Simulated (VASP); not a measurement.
# ZrC (zincblende type) (F-43m) in VASP: notebook

Runs on ZrC (zincblende type). Level: PBE. Tasks: single point.

Everything below comes from runs of VASP 6.6.1. Logs are shortened: lines on timing, memory, paths and dates and some standing lists are left out, and cuts for length are marked.

## (1) The cell of the first run

It takes space group F-43m (No. 216, cubic). Conventional cell: a = 4.987 Å, b = 4.987 Å, c = 4.987 Å, α = 90.00°, β = 90.00°, γ = 90.00°. Zr (site symmetry -43m) has 4 C at 2.16 Å within 2.9 Å. C (site symmetry -43m) has 4 Zr at 2.16 Å within 2.9 Å.

## (2) Single point, PBE (volume scaled by 0.9405)

INCAR reads:

```
SYSTEM = ZrC
PREC = Accurate ; ENCUT = 520
EDIFF = 1E-6 ; ISMEAR = -1
SIGMA = 0.03 ; LREAL = .False.
LASPH = .True. ; NELM = 100
ALGO = Normal ; ISIF = 2
LWAVE = .False. ; LCHARG = .False.
GGA = PE ; NBANDS = 15
```

KPOINTS reads:

```
Automatic mesh
0
Gamma
  11 11 11
  0 0 0
```

POSCAR reads:

```
ZrC
1.0
    0.0000000000      2.4936637911      2.4936637911
    2.4936637911      0.0000000000      2.4936637911
    2.4936637911      2.4936637911      0.0000000000
Zr C
1 1
Direct
    0.0000000000      0.0000000000      0.0000000000
    0.2500000000      0.2500000000      0.2500000000
```

Potentials or basis: VASP PAW PBE potentials, release 64 (Zr_sv, C).

Command:

```console
$ cat potpaw_PBE.64/Zr_sv/POTCAR potpaw_PBE.64/C/POTCAR > POTCAR
$ mpirun -np 1 vasp_std > vasp.out
```

OUTCAR:

```text
SYSTEM = ZrC
   PREC = Accurate
   ENCUT = 520
   EDIFF = 1E-6
   ISMEAR = -1
   LREAL = .False.
   LASPH = .True.
   NELM = 100
   ISIF = 2
   GGA = PE

 ion  position               nearest neighbor table
   1  0.000  0.000  0.000-   2 2.16   2 2.16   2 2.16   2 2.16
   2  0.250  0.250  0.250-   1 2.16   1 2.16   1 2.16   1 2.16

  LATTYP: Found a face centered cubic cell.
 ALAT       =     4.9873275822

  Lattice vectors:

 A1 = (   0.0000000000,   2.4936637911,   2.4936637911)
 A2 = (   2.4936637911,   0.0000000000,   2.4936637911)
 A3 = (   2.4936637911,   2.4936637911,   0.0000000000)

Analysis of symmetry for initial positions (statically):
=====================================================================
 Subroutine PRICEL returns:
 Original cell was already a primitive cell.

 Routine SETGRP: Setting up the symmetry group for a
 face centered cubic supercell.

 Subroutine GETGRP returns: Found 24 space group operations
 (whereof 24 operations were pure point group operations)
 out of a pool of 48 trial point group operations.

The static configuration has the point symmetry T_d .

Analysis of symmetry for dynamics (positions and initial velocities):
=====================================================================
 Subroutine PRICEL returns:
 Original cell was already a primitive cell.

 Routine SETGRP: Setting up the symmetry group for a
 face centered cubic supercell.

 Subroutine GETGRP returns: Found 24 space group operations
 (whereof 24 operations were pure point group operations)
 out of a pool of 48 trial point group operations.

The dynamic configuration has the point symmetry T_d .

 Subroutine INISYM returns: Found 24 space group operations
 (whereof 24 operations are pure point group operations),
 and found     1 'primitive' translations

----------------------------------------------------------------------------------------

                                     Primitive cell

  volume of cell :      31.0130

  direct lattice vectors                    reciprocal lattice vectors
     0.000000000  2.493663791  2.493663791    -0.200508185  0.200508185  0.200508185
     2.493663791  0.000000000  2.493663791     0.200508185 -0.200508185  0.200508185
     2.493663791  2.493663791  0.000000000     0.200508185  0.200508185 -0.200508185

  length of vectors
     3.526573153  3.526573153  3.526573153     0.347290363  0.347290363  0.347290363

  position of ions in fractional coordinates (direct lattice)
     0.000000000  0.000000000  0.000000000
     0.250000000  0.250000000  0.250000000

  ion indices of the primitive-cell ions
   primitive index   ion index
                 1           1
                 2           2

----------------------------------------------------------------------------------------

 KPOINTS: Automatic mesh

Automatic generation of k-mesh.
 Grid dimensions read from file:
 generate k-points for:   11   11   11

 Generating k-lattice:

  Cartesian coordinates                     Fractional coordinates (reciprocal lattice)
    -0.018228017  0.018228017  0.018228017     0.090909091  0.000000000  0.000000000
     0.018228017 -0.018228017  0.018228017     0.000000000  0.090909091  0.000000000
     0.018228017  0.018228017 -0.018228017     0.000000000  0.000000000  0.090909091

  Length of vectors
     0.031571851  0.031571851  0.031571851

  Shift w.r.t. Gamma in fractional coordinates (k-lattice)
     0.000000000  0.000000000  0.000000000

 Subroutine IBZKPT returns following result:
 ===========================================

 Found     56 irreducible k-points:

 Following reciprocal coordinates:
            Coordinates               Weight
  0.000000  0.000000  0.000000      1.000000
  0.090909  0.000000  0.000000      8.000000
  0.181818  0.000000  0.000000      8.000000
  0.272727  0.000000  0.000000      8.000000
  0.363636  0.000000  0.000000      8.000000
  0.454545  0.000000  0.000000      8.000000
[... 16 lines left out ...]
 -0.272727  0.181818  0.000000     24.000000
 -0.181818  0.181818  0.000000     12.000000
 [... further k-points ...]
   k-points           NKPTS =     56   k-points in BZ     NKDIM =     56   number of bands    NBANDS=     15
   number of dos      NEDOS =    301   number of ions     NIONS =      2
   total plane-waves  NPLWV =  21952
   dimension x,y,z NGX =    28 NGY =   28 NGZ =   28
   dimension x,y,z NGXF=    56 NGYF=   56 NGZF=   56
   ions per type =               1   1
   NGX,Y,Z   is equivalent  to a cutoff of  13.20, 13.20, 13.20 a.u.
   NGXF,Y,Z  is equivalent  to a cutoff of  26.40, 26.40, 26.40 a.u.
 SYSTEM =  ZrC
   PREC   = accura    normal or accurate (medium, high low for compatibility)
   ISTART =      0    job   : 0-new  1-cont  2-samecut
   ICHARG =      2    charge: 1-file 2-atom 10-const
   ISPIN  =      1    spin polarized calculation?
   LNONCOLLINEAR =      F non collinear calculations
   LSORBIT =      F    spin-orbit coupling
   LASPH  =      T    aspherical Exc in radial PAW
   ENCUT  =  520.0 eV  38.22 Ry    6.18 a.u.   6.56  6.56  6.56*2*pi/ulx,y,z
   NELM   =    100;   NELMIN=  2; NELMDL= -5     # of ELM steps
   EDIFF  = 0.1E-05   stopping-criterion for ELM
   LREAL  =      F    real-space projection
   EDIFFG = 0.1E-04   stopping-criterion for IOM
   NSW    =      0    number of steps for IOM
   IBRION =     -1    ionic relax: 0-MD 1-quasi-New 2-CG
   NFREE  =      0    steps in history (QN), initial steepest desc. (CG)
   ISIF   =      2    stress and relaxation
   ISYM   =      2    0-nonsym 1-usesym 2-fastsym
   POTIM  = 0.5000    time-step for ionic-motion
   TEBEG  =    0.0;   TEEND  =   0.0 temperature during run
   PSTRESS=    0.0 pullay stress
   NELECT =      16.0000    total number of electrons
   NUPDOWN=      -1.0000    fix difference up-down
   EMIN   =  10.00;   EMAX   =-10.00  energy-range for DOS
   EFERMI =   0.00;   METHOD = LEGACY
   ISMEAR =    -1;   SIGMA  =   0.03  broadening in eV -4-tet -1-fermi 0-gaus
   EFERMI_NEDOS =   21; number of points for ismear=-14 and -15
   IALGO  =     38    algorithm
   IMIX   =      4    mixing-type and parameters
     AMIX     =   0.40;   BMIX     =  1.00
     AMIX_MAG =   1.60;   BMIX_MAG =  1.00
  volume/ion in A,a.u.               =      15.51       104.64
  Fermi-wavevector in a.u.,A,eV,Ry     =   1.313007  2.481223 23.456260  1.723986
  Thomas-Fermi vector in A             =   2.443359
   LORBIT       =      0    0 simple, 1 ext, 2 COOP (PROOUT), +10 PAW based schemes
   GGA     = PE    functional components
   LHFCALC =     F    Hartree Fock is set to
   AEXX    =    0.0000 exact exchange contribution
   IVDW    =     0    specifies the selected vdW correction
   LEPSILON=     F    determine dielectric tensor
   LRPA    =     F    only Hartree local field effects (RPA)
 non-spin polarized calculation
  energy-cutoff  :      520.00
  volume of cell :       31.01
 maximum number of plane-waves:       869
   NGX = 13   NGY = 13   NGZ = 13

 number of electron      15.9999999 magnetization

 Free energy of the ion-electron system (eV)
  ---------------------------------------------------
  ext. energy  EPLUGINS =         0.00000000
  ---------------------------------------------------
  free energy    TOTEN  =       -18.16944312 eV

  energy without entropy =      -18.16943652  energy(sigma->0) =      -18.16943982

 E-fermi :   7.4221     XC(G=0): -10.9561

 val. band max:        7.1475625984   @ k =  -0.4545   0.4545   0.0000
 cond. band min:       7.6802533865   @ k =  -0.3636   0.4545   0.0909
 fundamental gap:      0.5326907882
 Fermi energy:         7.4221359161

 k-point     1 :       0.0000    0.0000    0.0000
  band No.  band energies     occupation
      1     -40.6014      2.00000
      2     -18.5060      2.00000
      3     -18.5060      2.00000
      4     -18.5060      2.00000
      5      -2.8688      2.00000
      6       4.6931      2.00000
      7       4.6931      2.00000
      8       4.6931      2.00000
      9      10.3834      0.00000
     10      10.3834      0.00000
     11      10.7169      0.00000
     12      15.9422      0.00000
     13      15.9422      0.00000
     14      15.9422      0.00000
     15      22.0760      0.00000

 k-point     2 :       0.0909    0.0000    0.0000
  band No.  band energies     occupation
      1     -40.5973      2.00000
      2     -18.5512      2.00000
      3     -18.5121      2.00000
      4     -18.5121      2.00000
      5      -2.7449      2.00000
      6       4.5575      2.00000
      7       4.7657      2.00000
      8       4.7657      2.00000
      9      10.2784      0.00000
     10      10.2784      0.00000
     11      11.0908      0.00000
     12      15.7219      0.00000
     13      16.1180      0.00000
     14      16.1180      0.00000
     15      20.7428      0.00000

 k-point     3 :       0.1818    0.0000    0.0000
  band No.  band energies     occupation
      1     -40.5864      2.00000
      2     -18.6703      2.00000
      3     -18.5282      2.00000
      4     -18.5282      2.00000
      5      -2.4218      2.00000
      6       4.3198      2.00000
      7       4.9479      2.00000
      8       4.9479      2.00000
      9      10.1132      0.00000
     10      10.1132      0.00000
     11      11.9004      0.00000
     12      15.3652      0.00000
     13      16.3333      0.00000
     14      16.3333      0.00000
     15      18.7188      0.00000
[... 343 lines left out ...]
 k-point    23 :      -0.2727    0.1818    0.0000
  band No.  band energies     occupation
      1     -40.5549      2.00000
      2     -18.9014      2.00000
      3     -18.6778      2.00000
      4     -18.5690      2.00000
      5      -1.5685      2.00000
      6       4.4717      2.00000
      7       5.1191      2.00000
      8       5.5149      2.00000
      9       9.6294      0.00000
     10      11.0828      0.00000
     11      11.3764      0.00000
     12      14.8507      0.00000
     13      16.0648      0.00000
     14      16.0679      0.00000
     15      17.7772      0.00000

 k-point    24 :      -0.1818    0.1818    0.0000
  band No.  band energies     occupation
      1     -40.5671      2.00000
      2     -18.8111      2.00000
      3     -18.6304      2.00000
      4     -18.5452      2.00000
      5      -1.8781      2.00000
      6       4.2033      2.00000
      7       5.1848      2.00000
      8       5.2738      2.00000
      9       9.4902      0.00000
     10      10.7291      0.00000
     11      12.2914      0.00000
     12      14.9999      0.00000
     13      15.9244      0.00000
     14      16.5722      0.00000
     15      17.9388      0.00000

 [... further k-points ...]

------------------------ aborting loop because EDIFF is reached ----------------------------------------

  FORCE on cell =-STRESS in cart. coord.  units (eV):
  Direction    XX          YY          ZZ          XY          YZ          ZX
  --------------------------------------------------------------------------------------
  -------------------------------------------------------------------------------------
  Total        1.9714655      1.9714655      1.9714655     -0.0000000      0.0000000      0.0000000
  in kB      101.8488363    101.8488363    101.8488363     -0.0000000      0.0000000      0.0000000
  external PRESSURE =     101.8488363 kB  Pullay stress =       0.0000000 kB

 VOLUME and BASIS-vectors are now :
 -----------------------------------------------------------------------------
  energy-cutoff  :      520.00
  volume of cell :       31.01
      direct lattice vectors                 reciprocal lattice vectors
     0.000000000  2.493663791  2.493663791    -0.200508185  0.200508185  0.200508185
     2.493663791  0.000000000  2.493663791     0.200508185 -0.200508185  0.200508185
     2.493663791  2.493663791  0.000000000     0.200508185  0.200508185 -0.200508185

 POSITION                                       TOTAL-FORCE (eV/Angst)
 -----------------------------------------------------------------------------------
      0.00000      0.00000      0.00000         0.000000      0.000000      0.000000
      1.24683      1.24683      1.24683        -0.000000     -0.000000     -0.000000
 -----------------------------------------------------------------------------------
    total drift:                                0.000000      0.000000      0.000000

  FREE ENERGIE OF THE ION-ELECTRON SYSTEM (eV)
  ---------------------------------------------------
  free  energy   TOTEN  =       -18.1694431209 eV

  energy  without entropy=      -18.1694365187  energy(sigma->0) =      -18.16943982
```

It took 16 s on 1 thread of Intel Xeon Platinum 8488C (Sapphire Rapids), shared host; peak memory 0.16 GiB.

Results:

- Free energy: -18.1694 eV
- Pressure: 10.2 GPa
- Band gap on the k mesh: 0.53 eV, indirect (least direct gap 0.55 eV)

Levels at points of the mesh, in eV from the valence-band top:
```
           k point  band 4  band 5  band 6  band 7  band 8  band 9  band 10  band 11  band 12  band 13
(0.00, 0.00, 0.00)  -25.65  -10.02   -2.45   -2.45   -2.45    3.24     3.24     3.57     8.79     8.79
```

 A k mesh can miss the band edges.

## (3) Single point, PBE (volume scaled by 0.97)

INCAR reads:

```
  PREC = Accurate
  ENCUT = 520
  EDIFF = 1E-6
  ISMEAR = -1
  SIGMA = 0.03
  LREAL = False
  LASPH = True
  NELM = 100
  ALGO = Normal
  ISIF = 2
  LWAVE = False
  LCHARG = False
  GGA = PE
  NBANDS = 15
```

KPOINTS reads:

```
regular mesh
0
Gamma
  11 11 11
```

POSCAR reads:

```
ZrC
1.0
    0.0000000000      2.5194681777      2.5194681777
    2.5194681777      0.0000000000      2.5194681777
    2.5194681777      2.5194681777      0.0000000000
Zr C
1 1
Direct
    0.0000000000      0.0000000000      0.0000000000
    0.2500000000      0.2500000000      0.2500000000
```

Potentials or basis: VASP PAW PBE potentials, release 64 (Zr_sv, C).

Command:

```console
$ cat potpaw_PBE.64/Zr_sv/POTCAR potpaw_PBE.64/C/POTCAR > POTCAR
$ mpirun -np 1 vasp_std > vasp.out
```

Run time: 16 s. Hardware: 1 thread of Intel Xeon Platinum 8488C (Sapphire Rapids), shared host; peak memory 0.17 GiB.

Results (log left out):

```
Free energy            : -18.2151 eV
Pressure               : 4.9 GPa
Band gap on the k mesh : 0.54 eV, indirect (least direct gap 0.55 eV)
```

Levels at points of the mesh, in eV from the valence-band top:
```csv
k point,band 5,band 6,band 7,band 8,band 9,band 10,band 11,band 12
"(0.00, 0.00, 0.00)",-9.91,-2.34,-2.34,-2.34,3.17,3.17,3.48,8.62
```

 A k mesh can miss the band edges.

(Part 1 of 2 ends here.)
